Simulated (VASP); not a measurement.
KCl: single point with HSE06

KCl:

```
K Cl
1.0
     3.86462    0.00000    0.00000
     0.00000    3.86462    0.00000
     0.00000    0.00000    3.86462
K Cl
1 1
Direct
  0.00000 0.00000 0.00000
  0.50000 0.50000 0.50000
```

```
Program             : VASP 6.6.1
Task                : single point
Functional          : HSE06
Potentials or basis : VASP PAW PBE potentials, release 64 (K_sv, Cl)
Cutoff              : 520 eV
k mesh              : 4 × 4 × 4
Occupations         : fermi-dirac, width 0.05 eV
Spin                : no spin polarisation
```

```yaml
Pressure: -0.8 GPa
Band_gap_on_the_k_mesh: 6.03 eV (least direct gap 6.24 eV)
```

Levels at points of the mesh, in eV from the valence-band top:
| k point | band 4 | band 5 | band 6 | band 7 | band 8 | band 9 | band 10 | band 11 | band 12 | band 13 |
| --- | --- | --- | --- | --- | --- | --- | --- | --- | --- | --- |
| (0.00, 0.00, 0.00) | -12.25 | -12.25 | -0.21 | -0.21 | -0.21 | 6.03 | 8.01 | 8.01 | 12.43 | 12.43 |
| (0.50, 0.00, 0.00) | -12.22 | -12.14 | -1.80 | -0.21 | -0.21 | 8.97 | 9.48 | 9.63 | 11.52 | 12.25 |
| (0.50, 0.50, 0.00) | -12.46 | -12.20 | -1.25 | -1.25 | 0.00 | 7.53 | 8.74 | 10.56 | 10.56 | 12.69 |
| (0.50, 0.50, 0.50) | -12.41 | -12.41 | -1.34 | -1.34 | -1.34 | 10.10 | 10.10 | 10.10 | 11.55 | 11.55 |

Run time: 4.9 min on 1 thread of Intel(R) Xeon(R) Platinum 8259CL CPU @ 2.50GHz (Skylake/Cascade Lake) (shared host), peak memory 0.28 GiB.

Caveat: the PAW data sets were made with another functional, which shifts forces and pressure a little. A k mesh can miss the band edges.
